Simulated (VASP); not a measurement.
A run of VASP 6.6.1 is set up as follows.

INCAR

```
SYSTEM = AgB2
ALGO = Normal
EDIFF = 1E-6
EDIFFG = -0.02
ENCUT = 600
GGA = PS
IBRION = 2
ISIF = 3
ISMEAR = -1
LASPH = .TRUE.
LCHARG = .FALSE.
LREAL = .FALSE.
LWAVE = .FALSE.
NELM = 80
NSW = 80
PREC = Accurate
PSTRESS = 450.0
SIGMA = 0.05
```

File KPOINTS:

```
k-points
0
G
  8 8 4
  0 0 0
```

Contents of POSCAR:

```
AgB2
1.0
    3.0400000000      0.0000000000      0.0000000000
   -1.5200000000      2.6327172275      0.0000000000
    0.0000000000      0.0000000000      4.8640000000
Ag B
1 2
Direct
    0.0000000000      0.0000000000      0.0000000000
    0.3333333333      0.6666666667      0.2500000000
    0.6666666667      0.3333333333      0.7500000000
```

Potentials or basis: VASP PAW PBE potentials, release 64 (Ag, B).

The run is started by

```bash
$ cat potpaw_PBE.64/Ag/POTCAR potpaw_PBE.64/B/POTCAR > POTCAR
$ mpirun -np 1 vasp_std > vasp.out
```

Task: Estimate the relaxed cell.

Result: a = 2.881 Å, b = 2.881 Å, c = 3.567 Å, α = 90.00°, β = 90.00°, γ = 120.00°.

Task: Estimate the band gap on the k mesh.

Result: Zero (an odd number of electrons rules out a gap without spin polarisation).

Final structure:
```cif
data_structure
_symmetry_space_group_name_H-M 'P 1'
_symmetry_Int_Tables_number 1
_cell_length_a 2.8814
_cell_length_b 2.8814
_cell_length_c 3.5674
_cell_angle_alpha 90.000
_cell_angle_beta 90.000
_cell_angle_gamma 120.000
_cell_volume 25.65
loop_
_atom_site_label
_atom_site_type_symbol
_atom_site_fract_x
_atom_site_fract_y
_atom_site_fract_z
_atom_site_occupancy
Ag1 Ag 0.00000 0.00000 0.00000 1
B1 B 0.33333 0.66667 0.49979 1
B2 B 0.66667 0.33333 0.50021 1
```
